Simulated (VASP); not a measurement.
# AlN (CsCl type) (Pm-3m) in VASP: density of states with PBE

Aim: the density of states of AlN (CsCl type) with PBE.

Everything below comes from runs of VASP 6.6.1. Logs are shortened: lines on timing, memory, paths and dates and some standing lists are left out, and cuts for length are marked.

## Step 1: The cell of the first run

It takes space group Pm-3m (No. 221, cubic). The conventional cell has a = 2.142 Å, b = 2.142 Å, c = 2.142 Å, α = 90.00°, β = 90.00°, γ = 90.00°. Within 2.5 Å of Al (site symmetry m-3m) lie 8 N at 1.86 Å and 6 Al at 2.14 Å. N (site symmetry m-3m) has 8 Al at 1.86 Å and 6 N at 2.14 Å within 2.5 Å.

## Step 2: Density of states, PBE (volume scaled by 0.55)

POSCAR

```
AlN
1.0
    2.1420861625      0.0000000000      0.0000000000
    0.0000000000      2.1420861625      0.0000000000
    0.0000000000      0.0000000000      2.1420861625
Al N
1 1
Direct
    0.0000000000      0.0000000000      0.0000000000
    0.5000000000      0.5000000000      0.5000000000
```

INCAR.step1

```
SYSTEM = AlN
ALGO = Normal
EDIFF = 1E-6
ENCUT = 520
GGA = PE
ISIF = 2
ISMEAR = -1
LASPH = .TRUE.
LCHARG = .TRUE.
LREAL = .FALSE.
LWAVE = .FALSE.
NBANDS = 11
NELM = 100
PREC = Accurate
SIGMA = 0.1
```

KPOINTS.step1

```
k-points
0
G
  15 15 15
  0 0 0
```

INCAR.step2

```
SYSTEM = AlN
ALGO = Normal
EDIFF = 1E-6
ENCUT = 520
GGA = PE
ICHARG = 11
ISIF = 2
ISMEAR = -5
LASPH = .TRUE.
LCHARG = .FALSE.
LORBIT = 11
LREAL = .FALSE.
LWAVE = .FALSE.
NEDOS = 1001
NELM = 100
PREC = Accurate
SIGMA = 0.1
```

KPOINTS.step2

```
k-points
0
G
  23 23 23
  0 0 0
```

Potentials or basis: VASP PAW PBE potentials, release 64 (Al, N).

Started as:

```sh
$ cat potpaw_PBE.64/Al/POTCAR potpaw_PBE.64/N/POTCAR > POTCAR
$ cp INCAR.step1 INCAR
$ cp KPOINTS.step1 KPOINTS
$ mpirun -np 1 vasp_std > vasp.out
$ cp INCAR.step2 INCAR
$ cp KPOINTS.step2 KPOINTS
$ mpirun -np 1 vasp_std > vasp.out
```

OUTCAR:

```text
SYSTEM = AlN
   EDIFF = 1E-6
   ENCUT = 520
   GGA = PE
   ICHARG = 11
   ISIF = 2
   ISMEAR = -5
   LASPH = .TRUE.
   LORBIT = 11
   LREAL = .FALSE.
   NELM = 100
   PREC = Accurate

 ion  position               nearest neighbor table
   1  0.000  0.000  0.000-   2 1.86   2 1.86   2 1.86   2 1.86   2 1.86   2 1.86   2 1.86   2 1.86

   2  0.500  0.500  0.500-   1 1.86   1 1.86   1 1.86   1 1.86   1 1.86   1 1.86   1 1.86   1 1.86

  LATTYP: Found a simple cubic cell.
 ALAT       =     2.1420861625

  Lattice vectors:

 A1 = (   2.1420861625,   0.0000000000,   0.0000000000)
 A2 = (   0.0000000000,   2.1420861625,   0.0000000000)
 A3 = (   0.0000000000,   0.0000000000,   2.1420861625)

Analysis of symmetry for initial positions (statically):
=====================================================================
 Subroutine PRICEL returns:
 Original cell was already a primitive cell.

 Routine SETGRP: Setting up the symmetry group for a
 simple cubic supercell.

 Subroutine GETGRP returns: Found 48 space group operations
 (whereof 48 operations were pure point group operations)
 out of a pool of 48 trial point group operations.

The static configuration has the point symmetry O_h .

Analysis of symmetry for dynamics (positions and initial velocities):
=====================================================================
 Subroutine PRICEL returns:
 Original cell was already a primitive cell.

 Routine SETGRP: Setting up the symmetry group for a
 simple cubic supercell.

 Subroutine GETGRP returns: Found 48 space group operations
 (whereof 48 operations were pure point group operations)
 out of a pool of 48 trial point group operations.

The dynamic configuration has the point symmetry O_h .

 Subroutine INISYM returns: Found 48 space group operations
 (whereof 48 operations are pure point group operations),
 and found     1 'primitive' translations

----------------------------------------------------------------------------------------

                                     Primitive cell

  volume of cell :       9.8290

  direct lattice vectors                    reciprocal lattice vectors
     2.142086163  0.000000000  0.000000000     0.466834629  0.000000000  0.000000000
     0.000000000  2.142086163  0.000000000     0.000000000  0.466834629  0.000000000
     0.000000000  0.000000000  2.142086163     0.000000000  0.000000000  0.466834629

  length of vectors
     2.142086163  2.142086163  2.142086163     0.466834629  0.466834629  0.466834629

  position of ions in fractional coordinates (direct lattice)
     0.000000000  0.000000000  0.000000000
     0.500000000  0.500000000  0.500000000

  ion indices of the primitive-cell ions
   primitive index   ion index
                 1           1
                 2           2

----------------------------------------------------------------------------------------

 KPOINTS: k-points

Automatic generation of k-mesh.
 Grid dimensions read from file:
 generate k-points for:   23   23   23

 Generating k-lattice:

  Cartesian coordinates                     Fractional coordinates (reciprocal lattice)
     0.020297158  0.000000000  0.000000000     0.043478261  0.000000000  0.000000000
     0.000000000  0.020297158  0.000000000     0.000000000  0.043478261  0.000000000
     0.000000000  0.000000000  0.020297158     0.000000000  0.000000000  0.043478261

  Length of vectors
     0.020297158  0.020297158  0.020297158

  Shift w.r.t. Gamma in fractional coordinates (k-lattice)
     0.000000000  0.000000000  0.000000000

 TETIRR: Found   6051 inequivalent tetrahedra from    73002

 Subroutine IBZKPT returns following result:
 ===========================================

 Found    364 irreducible k-points:

 Following reciprocal coordinates:
            Coordinates               Weight
  0.000000  0.000000  0.000000      1.000000
  0.043478  0.000000  0.000000      6.000000
  0.086957  0.000000  0.000000      6.000000
  0.130435  0.000000  0.000000      6.000000
  0.173913  0.000000  0.000000      6.000000
  0.217391  0.000000  0.000000      6.000000
[... 16 lines left out ...]
  0.478261  0.043478  0.000000     24.000000
  0.086957  0.086957  0.000000     12.000000
 [... further k-points ...]
   k-points           NKPTS =    364   k-points in BZ     NKDIM =    364   number of bands    NBANDS=      8
   number of dos      NEDOS =   1001   number of ions     NIONS =      2
   total plane-waves  NPLWV =   4096
   dimension x,y,z NGX =    16 NGY =   16 NGZ =   16
   dimension x,y,z NGXF=    32 NGYF=   32 NGZF=   32
   ions per type =               1   1
   NGX,Y,Z   is equivalent  to a cutoff of  12.42, 12.42, 12.42 a.u.
   NGXF,Y,Z  is equivalent  to a cutoff of  24.83, 24.83, 24.83 a.u.
 SYSTEM =  AlN
   PREC   = accura    normal or accurate (medium, high low for compatibility)
   ISTART =      0    job   : 0-new  1-cont  2-samecut
   ICHARG =     11    charge: 1-file 2-atom 10-const
   ISPIN  =      1    spin polarized calculation?
   LNONCOLLINEAR =      F non collinear calculations
   LSORBIT =      F    spin-orbit coupling
   LASPH  =      T    aspherical Exc in radial PAW
   ENCUT  =  520.0 eV  38.22 Ry    6.18 a.u.   3.98  3.98  3.98*2*pi/ulx,y,z
   NELM   =    100;   NELMIN=  2; NELMDL=  0     # of ELM steps
   EDIFF  = 0.1E-05   stopping-criterion for ELM
   LREAL  =      F    real-space projection
   EDIFFG = 0.1E-04   stopping-criterion for IOM
   NSW    =      0    number of steps for IOM
   IBRION =     -1    ionic relax: 0-MD 1-quasi-New 2-CG
   NFREE  =      0    steps in history (QN), initial steepest desc. (CG)
   ISIF   =      2    stress and relaxation
   ISYM   =      2    0-nonsym 1-usesym 2-fastsym
   POTIM  = 0.5000    time-step for ionic-motion
   TEBEG  =    0.0;   TEEND  =   0.0 temperature during run
   PSTRESS=    0.0 pullay stress
   NELECT =       8.0000    total number of electrons
   NUPDOWN=      -1.0000    fix difference up-down
   EMIN   =  10.00;   EMAX   =-10.00  energy-range for DOS
   EFERMI =   0.00;   METHOD = LEGACY
   ISMEAR =    -5;   SIGMA  =   0.10  broadening in eV -4-tet -1-fermi 0-gaus
   EFERMI_NEDOS =   21; number of points for ismear=-14 and -15
   IALGO  =     38    algorithm
   IMIX   =      4    mixing-type and parameters
     AMIX     =   0.40;   BMIX     =  1.00
     AMIX_MAG =   1.60;   BMIX_MAG =  1.00
  volume/ion in A,a.u.               =       4.91        33.16
  Fermi-wavevector in a.u.,A,eV,Ry     =   1.528509  2.888462 31.787816  2.336339
  Thomas-Fermi vector in A             =   2.636258
   LORBIT       =     11    0 simple, 1 ext, 2 COOP (PROOUT), +10 PAW based schemes
   GGA     = PE    functional components
   LHFCALC =     F    Hartree Fock is set to
   AEXX    =    0.0000 exact exchange contribution
   IVDW    =     0    specifies the selected vdW correction
   LEPSILON=     F    determine dielectric tensor
   LRPA    =     F    only Hartree local field effects (RPA)
 non-spin polarized calculation
 Fermi weights with tetrahedron method with Bloechl corrections
  energy-cutoff  :      520.00
  volume of cell :        9.83
 maximum number of plane-waves:       283
 NGX is ok and might be reduce to    16

 number of electron       7.9999997 magnetization

 Free energy of the ion-electron system (eV)
  ---------------------------------------------------
  ext. energy  EPLUGINS =         0.00000000
  ---------------------------------------------------
  free energy    TOTEN  =        -5.65509508 eV

  energy without entropy =       -5.65509508  energy(sigma->0) =       -5.65509508

 E-fermi :  21.4046     XC(G=0): -15.0679

 val. band max:       21.4378971130   @ k =   0.4783   0.3478   0.0435
 cond. band min:      21.3350878105   @ k =   0.4783   0.4783   0.2174
 fundamental gap:     -0.1028093025
 Fermi energy:        21.4045628943

 k-point     1 :       0.0000    0.0000    0.0000
  band No.  band energies     occupation
      1      -4.5286      2.00000
      2      18.6474      2.00000
      3      18.6474      2.00000
      4      18.6474      2.00000
      5      26.3564      0.00000
      6      26.3564      0.00000
      7      31.5109      0.00000
      8      48.4128      0.00000

 k-point     2 :       0.0435    0.0000    0.0000
  band No.  band energies     occupation
      1      -4.4771      2.00000
      2      18.1971      2.00000
      3      18.6690      2.00000
      4      18.6690      2.00000
      5      26.4154      0.00000
      6      26.7679      0.00000
      7      31.6127      0.00000
      8      48.1648      0.00000

 k-point     3 :       0.0870    0.0000    0.0000
  band No.  band energies     occupation
      1      -4.3229      2.00000
      2      17.0794      2.00000
      3      18.7330      2.00000
      4      18.7330      2.00000
      5      26.5923      0.00000
      6      27.7385      0.00000
      7      31.9388      0.00000
      8      47.3523      0.00000

 k-point     4 :       0.1304    0.0000    0.0000
  band No.  band energies     occupation
      1      -4.0677      2.00000
      2      15.6444      2.00000
      3      18.8362      2.00000
      4      18.8362      2.00000
      5      26.8861      0.00000
      6      28.8328      0.00000
      7      32.5408      0.00000
      8      46.2369      0.00000

 k-point     5 :       0.1739    0.0000    0.0000
  band No.  band energies     occupation
      1      -3.7146      2.00000
      2      14.0940      2.00000
      3      18.9733      2.00000
      4      18.9733      2.00000
      5      27.2956      0.00000
      6      29.7752      0.00000
      7      33.4326      0.00000
      8      44.9884      0.00000

 k-point     6 :       0.2174    0.0000    0.0000
  band No.  band energies     occupation
      1      -3.2676      2.00000
      2      12.5265      2.00000
      3      19.1368      2.00000
      4      19.1368      2.00000
      5      27.8181      0.00000
      6      30.5117      0.00000
      7      34.4822      0.00000
      8      43.7346      0.00000

 k-point     7 :       0.2609    0.0000    0.0000
  band No.  band energies     occupation
      1      -2.7336      2.00000
      2      10.9945      2.00000
      3      19.3166      2.00000
      4      19.3166      2.00000
      5      28.4492      0.00000
      6      31.1132      0.00000
      7      35.4645      0.00000
      8      42.5573      0.00000
[... 133 lines left out ...]
 k-point    20 :       0.3478    0.0435    0.0000
  band No.  band energies     occupation
      1      -1.4133      2.00000
      2       8.2205      2.00000
      3      19.3639      2.00000
      4      19.7051      2.00000
      5      30.0638      0.00000
      6      32.2589      0.00000
      7      36.3304      0.00000
      8      39.9642      0.00000

 k-point    21 :       0.3913    0.0435    0.0000
  band No.  band energies     occupation
      1      -0.7335      2.00000
      2       7.0172      2.00000
      3      19.5324      2.00000
      4      19.8549      2.00000
      5      30.8281      0.00000
      6      32.6607      0.00000
      7      36.3931      0.00000
      8      39.0201      0.00000

 k-point    22 :       0.4348    0.0435    0.0000
  band No.  band energies     occupation
      1      -0.1164      2.00000
      2       6.0490      2.00000
      3      19.6563      2.00000
      4      19.9649      2.00000
      5      31.5238      0.00000
      6      32.9710      0.00000
      7      36.3496      0.00000
      8      38.1119      0.00000

 k-point    23 :       0.4783    0.0435    0.0000
  band No.  band energies     occupation
      1       0.2845      2.00000
      2       5.4722      2.00000
      3      19.7223      2.00000
      4      20.0233      2.00000
      5      31.9757      0.00000
      6      33.1453      0.00000
      7      36.3340      0.00000
      8      37.4750      0.00000

 k-point    24 :       0.0870    0.0870    0.0000
  band No.  band energies     occupation
      1      -4.1184      2.00000
      2      16.9646      2.00000
      3      17.4414      2.00000
      4      18.8214      2.00000
      5      27.3561      0.00000
      6      28.5658      0.00000
      7      32.2653      0.00000
      8      45.8099      0.00000

 [... further k-points ...]
[... 5 lines left out ...]
  --------------------------------------------------------------------------------------
  -------------------------------------------------------------------------------------
  Total       23.3232005     23.3232005     23.3232005      0.0000000      0.0000000      0.0000000
  in kB     3801.7882252   3801.7882252   3801.7882252      0.0000000      0.0000000      0.0000000
  external PRESSURE =    3801.7882252 kB  Pullay stress =       0.0000000 kB

 VOLUME and BASIS-vectors are now :
 -----------------------------------------------------------------------------
  energy-cutoff  :      520.00
  volume of cell :        9.83
      direct lattice vectors                 reciprocal lattice vectors
     2.142086163  0.000000000  0.000000000     0.466834629  0.000000000  0.000000000
     0.000000000  2.142086163  0.000000000     0.000000000  0.466834629  0.000000000
     0.000000000  0.000000000  2.142086163     0.000000000  0.000000000  0.466834629

 POSITION                                       TOTAL-FORCE (eV/Angst)
 -----------------------------------------------------------------------------------
      0.00000      0.00000      0.00000         0.000000      0.000000      0.000000
      1.07104      1.07104      1.07104         0.000000      0.000000      0.000000
 -----------------------------------------------------------------------------------
    total drift:                                0.000000      0.000000      0.000000

  FREE ENERGIE OF THE ION-ELECTRON SYSTEM (eV)
  ---------------------------------------------------
  free  energy   TOTEN  =        -5.6550950812 eV

  energy  without entropy=       -5.6550950812  energy(sigma->0) =       -5.65509508

 total charge

# of ion       s       p       d       tot
------------------------------------------
    1        0.431   0.674   0.000   1.105
    2        1.326   3.023   0.000   4.349
--------------------------------------------------
tot          1.757   3.698   0.000   5.455
```

Run time: 21 s. Hardware: 1 thread of AMD EPYC 7R13 (Zen 3), shared host; peak memory 0.11 GiB.

What came out:

| Item | Value |
| --- | --- |
| Valence electrons inside the program's atomic spheres | Al 1.10; N 4.35 |

Caveat: tetrahedron occupations give inexact forces and stress in metals.
